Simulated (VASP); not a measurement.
# Al12O in VASP: notebook

The runs below take Al12O through single point, with PBE.

Everything below comes from runs of VASP 6.6.1. Logs are shortened: lines on timing, memory, paths and dates and some standing lists are left out, and cuts for length are marked.

### Step 1. The cell of the first run

The cell holds a slab with vacuum, 13 atoms: a = 5.714 Å, b = 5.714 Å, c = 19.675 Å, α = 90.00°, β = 90.00°, γ = 90.00°.

### Step 2. Single point, PBE

File INCAR:

```
SYSTEM = Al12O
ALGO = Normal
DIPOL = 0.5 0.5 0.324
EDIFF = 1E-7
ENCUT = 520
GGA = PE
IDIPOL = 3
ISIF = 2
ISMEAR = 0
LASPH = .TRUE.
LCHARG = .TRUE.
LDIPOL = .TRUE.
LELF = .TRUE.
LREAL = .FALSE.
LVACPOTAV = .TRUE.
LVHAR = .TRUE.
LWAVE = .FALSE.
NBANDS = 33
NELM = 60
PREC = Accurate
SIGMA = 0.1
```

File KPOINTS:

```
k-points
0
G
  5 5 1
  0 0 0
```

File POSCAR:

```
Al12O
1.0
    5.7135165838      0.0000000000      0.0000000000
    0.0000000000      5.7135165838      0.0000000000
    0.0000000000      0.0000000000     19.6746954361
Al O
12 1
Direct
    0.2500000000      0.2500000000      0.2033068320
    0.2500000000      0.7500000000      0.2033068320
    0.7500000000      0.2500000000      0.2033068320
    0.7500000000      0.7500000000      0.2033068320
    0.0000000000      0.0000000000      0.3092728611
    0.0000000000      0.5000000000      0.3092728611
    0.5000000000      0.0000000000      0.3092728611
    0.5000000000      0.5000000000      0.3092728611
    0.2500000000      0.2500000000      0.4154928580
    0.2500000000      0.7500000000      0.4154928580
    0.7500000000      0.2500000000      0.4154928580
    0.7500000000      0.7500000000      0.4154928580
    0.2500000000      0.2500000000      0.4999249652
```

Potentials or basis: VASP PAW PBE potentials, release 64 (Al, O).

Run with:

```console
> cat potpaw_PBE.64/Al/POTCAR potpaw_PBE.64/O/POTCAR > POTCAR
> mpirun -np 1 vasp_std > vasp.out
```

OUTCAR:

```text
SYSTEM = Al12O
   EDIFF = 1E-7
   ENCUT = 520
   GGA = PE
   ISIF = 2
   ISMEAR = 0
   LASPH = .TRUE.
   LREAL = .FALSE.
   NELM = 60
   PREC = Accurate

 ion  position               nearest neighbor table
   1  0.250  0.250  0.203-   2 2.86   3 2.86   2 2.86   3 2.86   7 2.90   8 2.90   5 2.90   6 2.90

   2  0.250  0.750  0.203-   1 2.86   4 2.86   1 2.86   4 2.86   7 2.90   8 2.90   5 2.90   6 2.90

   3  0.750  0.250  0.203-   1 2.86   4 2.86   4 2.86   1 2.86   7 2.90   8 2.90   5 2.90   6 2.90

   4  0.750  0.750  0.203-   2 2.86   3 2.86   3 2.86   2 2.86   7 2.90   8 2.90   5 2.90   6 2.90

   5  0.000  0.000  0.309-   6 2.86   7 2.86   6 2.86   7 2.86   1 2.90   2 2.90   3 2.90   4 2.90
                            11 2.91  12 2.91   9 2.91  10 2.91
   6  0.000  0.500  0.309-   5 2.86   8 2.86   5 2.86   8 2.86   1 2.90   2 2.90   3 2.90   4 2.90
                            11 2.91  12 2.91   9 2.91  10 2.91
   7  0.500  0.000  0.309-   5 2.86   8 2.86   8 2.86   5 2.86   1 2.90   2 2.90   3 2.90   4 2.90
                            11 2.91  12 2.91   9 2.91  10 2.91
   8  0.500  0.500  0.309-   6 2.86   7 2.86   7 2.86   6 2.86   1 2.90   2 2.90   3 2.90   4 2.90
                            11 2.91  12 2.91   9 2.91  10 2.91
   9  0.250  0.250  0.415-  13 1.66  11 2.86  10 2.86  10 2.86  11 2.86   6 2.91   7 2.91   8 2.91
                             5 2.91
  10  0.250  0.750  0.415-   9 2.86  12 2.86   9 2.86  12 2.86   5 2.91   6 2.91   7 2.91   8 2.91

  11  0.750  0.250  0.415-   9 2.86  12 2.86  12 2.86   9 2.86   5 2.91   6 2.91   7 2.91   8 2.91

  12  0.750  0.750  0.415-  10 2.86  11 2.86  11 2.86  10 2.86   5 2.91   6 2.91   7 2.91   8 2.91

  13  0.250  0.250  0.500-   9 1.66

  LATTYP: Found a simple tetragonal cell.
 ALAT       =     5.7135165838
 C/A-ratio  =     3.4435351937

  Lattice vectors:

 A1 = (   5.7135165838,   0.0000000000,   0.0000000000)
 A2 = (   0.0000000000,   5.7135165838,   0.0000000000)
 A3 = (   0.0000000000,   0.0000000000,  19.6746954361)

Analysis of symmetry for initial positions (statically):
=====================================================================
 Subroutine PRICEL returns:
 Original cell was already a primitive cell.

 Routine SETGRP: Setting up the symmetry group for a
 simple tetragonal supercell.

 Subroutine GETGRP returns: Found  8 space group operations
 (whereof  2 operations were pure point group operations)
 out of a pool of 16 trial point group operations.

The static configuration has the point symmetry C_1h.
 The point group associated with its full space group is C_4v.

Analysis of symmetry for dynamics (positions and initial velocities):
=====================================================================
 Subroutine PRICEL returns:
 Original cell was already a primitive cell.

 Routine SETGRP: Setting up the symmetry group for a
 simple tetragonal supercell.

 Subroutine GETGRP returns: Found  8 space group operations
 (whereof  2 operations were pure point group operations)
 out of a pool of 16 trial point group operations.

The dynamic configuration has the point symmetry C_1h.
 The point group associated with its full space group is C_4v.

 Subroutine INISYM returns: Found  8 space group operations
 (whereof  2 operations are pure point group operations),
 and found     1 'primitive' translations

----------------------------------------------------------------------------------------

                                     Primitive cell

  volume of cell :     642.2661

  direct lattice vectors                    reciprocal lattice vectors
     5.713516584  0.000000000  0.000000000     0.175023558  0.000000000  0.000000000
     0.000000000  5.713516584  0.000000000     0.000000000  0.175023558  0.000000000
     0.000000000  0.000000000 19.674695436     0.000000000  0.000000000  0.050826708

  length of vectors
     5.713516584  5.713516584 19.674695436     0.175023558  0.175023558  0.050826708

  position of ions in fractional coordinates (direct lattice)
     0.250000000  0.250000000  0.203306832
     0.250000000  0.750000000  0.203306832
     0.750000000  0.250000000  0.203306832
     0.750000000  0.750000000  0.203306832
     0.000000000  0.000000000  0.309272861
     0.000000000  0.500000000  0.309272861
     0.500000000  0.000000000  0.309272861
     0.500000000  0.500000000  0.309272861
     0.250000000  0.250000000  0.415492858
     0.250000000  0.750000000  0.415492858
     0.750000000  0.250000000  0.415492858
     0.750000000  0.750000000  0.415492858
     0.250000000  0.250000000  0.499924965

  ion indices of the primitive-cell ions
   primitive index   ion index
                 1           1
                 2           2
                 3           3
                 4           4
                 5           5
                 6           6
                 7           7
                 8           8
                 9           9
                10          10
                11          11
                12          12
                13          13

----------------------------------------------------------------------------------------

 KPOINTS: k-points

Automatic generation of k-mesh.
 Grid dimensions read from file:
 generate k-points for:    5    5    1

 Generating k-lattice:

  Cartesian coordinates                     Fractional coordinates (reciprocal lattice)
     0.035004712  0.000000000  0.000000000     0.200000000  0.000000000  0.000000000
     0.000000000  0.035004712  0.000000000     0.000000000  0.200000000  0.000000000
     0.000000000  0.000000000  0.050826708     0.000000000  0.000000000  1.000000000

  Length of vectors
     0.035004712  0.035004712  0.050826708

  Shift w.r.t. Gamma in fractional coordinates (k-lattice)
     0.000000000  0.000000000  0.000000000

 Subroutine IBZKPT returns following result:
 ===========================================

 Found      6 irreducible k-points:

 Following reciprocal coordinates:
            Coordinates               Weight
  0.000000  0.000000  0.000000      1.000000
  0.200000  0.000000  0.000000      4.000000
  0.400000  0.000000  0.000000      4.000000
  0.200000  0.200000  0.000000      4.000000
  0.400000  0.200000  0.000000      8.000000
  0.400000  0.400000  0.000000      4.000000
   k-points           NKPTS =      6   k-points in BZ     NKDIM =      6   number of bands    NBANDS=     33
   number of dos      NEDOS =    301   number of ions     NIONS =     13
   total plane-waves  NPLWV = 264600
   dimension x,y,z NGX =    42 NGY =   42 NGZ =  150
   dimension x,y,z NGXF=    84 NGYF=   84 NGZF=  300
   ions per type =              12   1
   NGX,Y,Z   is equivalent  to a cutoff of  12.22, 12.22, 12.67 a.u.
   NGXF,Y,Z  is equivalent  to a cutoff of  24.44, 24.44, 25.35 a.u.
 SYSTEM =  Al12O
   PREC   = accura    normal or accurate (medium, high low for compatibility)
   ISTART =      0    job   : 0-new  1-cont  2-samecut
   ICHARG =      2    charge: 1-file 2-atom 10-const
   ISPIN  =      1    spin polarized calculation?
   LNONCOLLINEAR =      F non collinear calculations
   LSORBIT =      F    spin-orbit coupling
   LASPH  =      T    aspherical Exc in radial PAW
   ENCUT  =  520.0 eV  38.22 Ry    6.18 a.u.  10.62 10.62 36.58*2*pi/ulx,y,z
   NELM   =     60;   NELMIN=  2; NELMDL= -5     # of ELM steps
   EDIFF  = 0.1E-06   stopping-criterion for ELM
   LREAL  =      F    real-space projection
   EDIFFG = 0.1E-05   stopping-criterion for IOM
   NSW    =      0    number of steps for IOM
   IBRION =     -1    ionic relax: 0-MD 1-quasi-New 2-CG
   NFREE  =      0    steps in history (QN), initial steepest desc. (CG)
   ISIF   =      2    stress and relaxation
   ISYM   =      2    0-nonsym 1-usesym 2-fastsym
   POTIM  = 0.5000    time-step for ionic-motion
   TEBEG  =    0.0;   TEEND  =   0.0 temperature during run
   PSTRESS=    0.0 pullay stress
   NELECT =      42.0000    total number of electrons
   NUPDOWN=      -1.0000    fix difference up-down
   EMIN   =  10.00;   EMAX   =-10.00  energy-range for DOS
   EFERMI =   0.00;   METHOD = LEGACY
   ISMEAR =     0;   SIGMA  =   0.10  broadening in eV -4-tet -1-fermi 0-gaus
   EFERMI_NEDOS =   21; number of points for ismear=-14 and -15
   IALGO  =     38    algorithm
   IMIX   =      4    mixing-type and parameters
     AMIX     =   0.40;   BMIX     =  1.00
     AMIX_MAG =   1.60;   BMIX_MAG =  1.00
  volume/ion in A,a.u.               =      49.41       333.40
  Fermi-wavevector in a.u.,A,eV,Ry     =   0.659558  1.246384  5.918760  0.435017
  Thomas-Fermi vector in A             =   1.731731
   LORBIT       =      0    0 simple, 1 ext, 2 COOP (PROOUT), +10 PAW based schemes
   GGA     = PE    functional components
   LHFCALC =     F    Hartree Fock is set to
   AEXX    =    0.0000 exact exchange contribution
   IVDW    =     0    specifies the selected vdW correction
   LEPSILON=     F    determine dielectric tensor
   LRPA    =     F    only Hartree local field effects (RPA)
 non-spin polarized calculation
 Gauss-broadening in eV      SIGMA  =   0.10
  energy-cutoff  :      520.00
  volume of cell :      642.27
 maximum number of plane-waves:     17320
   NGX = 21   NGY = 21   NGZ = 73

 dipolmoment           0.000000      0.000000     -0.056525 electrons x Angstroem

 number of electron      41.9999997 magnetization

 dipolmoment           0.000000      0.000000      0.366659 electrons x Angstroem

 Free energy of the ion-electron system (eV)
  ---------------------------------------------------
  ext. energy  EPLUGINS =         0.00000000
  ---------------------------------------------------
  free energy    TOTEN  =       -47.60384732 eV

  energy without entropy =      -47.55109054  energy(sigma->0) =      -47.57746893

 E-fermi :  -1.1104     XC(G=0):  -4.2923

 val. band max:       -1.2079602230   @ k =   0.2000   0.2000   0.0000
 cond. band min:      -1.1060719966   @ k =   0.4000   0.0000   0.0000
 fundamental gap:      0.1018882264
 Fermi energy:        -1.1103608764

 k-point     1 :       0.0000    0.0000    0.0000
  band No.  band energies     occupation
      1     -17.5663      2.00000
      2     -11.1653      2.00000
      3      -8.9892      2.00000
      4      -6.8053      2.00000
      5      -6.7671      2.00000
      6      -6.6905      2.00000
[... 25 lines left out ...]
     32       1.9825      0.00000
     33       1.9825      0.00000

 k-point     2 :       0.2000    0.0000    0.0000
  band No.  band energies     occupation
      1     -17.5657      2.00000
      2     -10.9859      2.00000
      3      -8.8169      2.00000
      4      -8.3153      2.00000
      5      -6.6148      2.00000
      6      -6.5157      2.00000
[... 25 lines left out ...]
     32       1.7617      0.00000
     33       2.4149      0.00000

 k-point     3 :       0.4000    0.0000    0.0000
  band No.  band energies     occupation
      1     -17.5647      2.00000
      2     -10.4493      2.00000
      3      -9.5574      2.00000
      4      -8.2953      2.00000
      5      -7.4201      2.00000
      6      -6.0984      2.00000
[... 25 lines left out ...]
     32       2.0949      0.00000
     33       2.4647      0.00000

 k-point     4 :       0.2000    0.2000    0.0000
  band No.  band energies     occupation
      1     -17.5651      2.00000
      2     -10.8068      2.00000
      3      -8.6443      2.00000
      4      -8.1570      2.00000
      5      -8.1220      2.00000
      6      -6.0911      2.00000
[... 25 lines left out ...]
     32       2.3093      0.00000
     33       2.5072      0.00000

 k-point     5 :       0.4000    0.2000    0.0000
  band No.  band energies     occupation
      1     -17.5641      2.00000
      2     -10.2706      2.00000
      3      -9.3798      2.00000
      4      -8.1228      2.00000
      5      -7.6155      2.00000
      6      -7.2469      2.00000
[... 25 lines left out ...]
     32       2.2439      0.00000
     33       2.5544      0.00000

 k-point     6 :       0.4000    0.4000    0.0000
  band No.  band energies     occupation
      1     -17.5631      2.00000
      2      -9.7361      2.00000
      3      -8.8657      2.00000
      4      -8.8308      2.00000
      5      -7.9681      2.00000
      6      -7.6005      2.00000
[... 25 lines left out ...]
     32       2.0121      0.00000
     33       2.0286      0.00000

------------------------ aborting loop because EDIFF is reached ----------------------------------------

  FORCE on cell =-STRESS in cart. coord.  units (eV):
  Direction    XX          YY          ZZ          XY          YZ          ZX
  --------------------------------------------------------------------------------------
  -------------------------------------------------------------------------------------
  Total       -6.6728452     -6.6728452     -1.3630562     -0.0000000      0.0000000      0.0000000
  in kB      -16.6458750    -16.6458750     -3.4002381     -0.0000000      0.0000000      0.0000000
  external PRESSURE =     -12.2306627 kB  Pullay stress =       0.0000000 kB

 VOLUME and BASIS-vectors are now :
 -----------------------------------------------------------------------------
  energy-cutoff  :      520.00
  volume of cell :      642.27
      direct lattice vectors                 reciprocal lattice vectors
     5.713516584  0.000000000  0.000000000     0.175023558  0.000000000  0.000000000
     0.000000000  5.713516584  0.000000000     0.000000000  0.175023558  0.000000000
     0.000000000  0.000000000 19.674695436     0.000000000  0.000000000  0.050826708

 POSITION                                       TOTAL-FORCE (eV/Angst)
 -----------------------------------------------------------------------------------
      1.42838      1.42838      4.00000        -0.000000     -0.000000      0.122104
      1.42838      4.28514      4.00000        -0.000000     -0.000000      0.105578
      4.28514      1.42838      4.00000        -0.000000     -0.000000      0.105578
      4.28514      4.28514      4.00000         0.000000     -0.000000     -0.007230
      0.00000      0.00000      6.08485         0.041735      0.041735      0.015083
      0.00000      2.85676      6.08485         0.041735     -0.041735      0.015083
      2.85676      0.00000      6.08485        -0.041735      0.041735      0.015083
      2.85676      2.85676      6.08485        -0.041735     -0.041735      0.015083
      1.42838      1.42838      8.17470        -0.000000     -0.000000     -0.839699
      1.42838      4.28514      8.17470         0.000000     -0.000000      0.162515
      4.28514      1.42838      8.17470        -0.000000     -0.000000      0.162515
      4.28514      4.28514      8.17470         0.000000     -0.000000      0.045038
      1.42838      1.42838      9.83587        -0.000000      0.000000      0.083269
 -----------------------------------------------------------------------------------
    total drift:                                0.000000      0.000000      0.000068

  FREE ENERGIE OF THE ION-ELECTRON SYSTEM (eV)
  ---------------------------------------------------
  free  energy   TOTEN  =       -47.6038473163 eV

  energy  without entropy=      -47.5510905356  energy(sigma->0) =      -47.57746893

 vacuum level on the upper side and lower side of the slab         5.321         3.289
```

Run time: 2.8 min. Hardware: 1 thread of Intel Xeon 6975P-C (Granite Rapids), shared host; peak memory 0.6 GiB.

What came out:

```
Free energy            : -47.6038 eV
Largest force          : 0.840 eV/Å
Band gap on the k mesh : zero (band 21 reaches -0.42 eV, above the bottom of band 22 at -1.21 eV)
```

Forces on the atoms (eV/Å):
```
Al   0.000  0.000  0.122
Al   0.000  0.000  0.106
Al   0.000  0.000  0.106
Al   0.000  0.000 -0.007
Al   0.042  0.042  0.015
Al   0.042 -0.042  0.015
Al  -0.042  0.042  0.015
Al  -0.042 -0.042  0.015
Al   0.000  0.000 -0.840
Al   0.000  0.000  0.163
Al   0.000  0.000  0.163
Al   0.000  0.000  0.045
O    0.000  0.000  0.083
```

### Step 3. Single point, PBE

File INCAR:

```
SYSTEM = Al12O
ALGO     = Normal         ! electronic algorithm
DIPOL    = 0.5 0.5 0.320
EDIFF    = 1E-6           ! SCF threshold, eV
ENCUT    = 520            ! plane-wave cutoff, eV
GGA      = PE             ! functional
IDIPOL   = 3            
ISIF     = 2              ! what is computed and relaxed
ISMEAR   = 0              ! smearing method
LASPH    = .True.         ! aspherical terms in the spheres
LCHARG   = .True.         ! write CHGCAR
LDIPOL   = .True.       
LELF     = .True.         ! ELF
LREAL    = .False.        ! projectors in reciprocal space
LVACPOTAV= .True.       
LVHAR    = .True.       
LWAVE    = .False.        ! write WAVECAR
NBANDS   = 33             ! bands
NELM     = 100            ! most SCF steps
PREC     = Accurate       ! precision mode
SIGMA    = 0.1            ! smearing width, eV
```

File KPOINTS:

```
k-points
0
Gamma
  5 5 1
  0 0 0
```

POSCAR, as its differences from that of step 2:

```diff
@@ -20,2 +20,2 @@
     0.7500000000      0.7500000000      0.4154928580
-    0.2500000000      0.2500000000      0.4999249652
+    0.5000000000      0.5000000000      0.4482990326
```

Potentials or basis: VASP PAW PBE potentials, release 64 (Al, O).

Run with:

```console
> cat potpaw_PBE.64/Al/POTCAR potpaw_PBE.64/O/POTCAR > POTCAR
> mpirun -np 1 vasp_std > vasp.out
```

Run time: 2.1 min. Hardware: 1 thread of Intel Xeon 6975P-C (Granite Rapids), shared host; peak memory 0.6 GiB.

The run converged. Its results:

* Free energy: -48.8922 eV
* Largest force: 0.425 eV/Å
* Band gap on the k mesh: zero (band 21 reaches 0.02 eV, above the bottom of band 22 at -0.67 eV)

Forces in eV/Å, atoms in the order of the input:
```
Al  -0.004 -0.004  0.002
Al  -0.004  0.004  0.002
Al   0.004 -0.004  0.002
Al   0.004  0.004  0.002
Al   0.000  0.000 -0.311
Al   0.000  0.000  0.127
Al   0.000  0.000  0.127
Al   0.000  0.000 -0.425
Al   0.014  0.014  0.119
Al   0.014 -0.014  0.119
Al  -0.014  0.014  0.119
Al  -0.014 -0.014  0.119
O    0.000  0.000 -0.003
```

Levels at points of the mesh, in eV from the Fermi level:
| k point | band 18 | band 19 | band 20 | band 21 | band 22 | band 23 | band 24 | band 25 |
| --- | --- | --- | --- | --- | --- | --- | --- | --- |
| (0.00, 0.00, 0.00) | -1.55 | -0.84 | -0.55 | -0.55 | -0.30 | -0.20 | 0.70 | 0.70 |
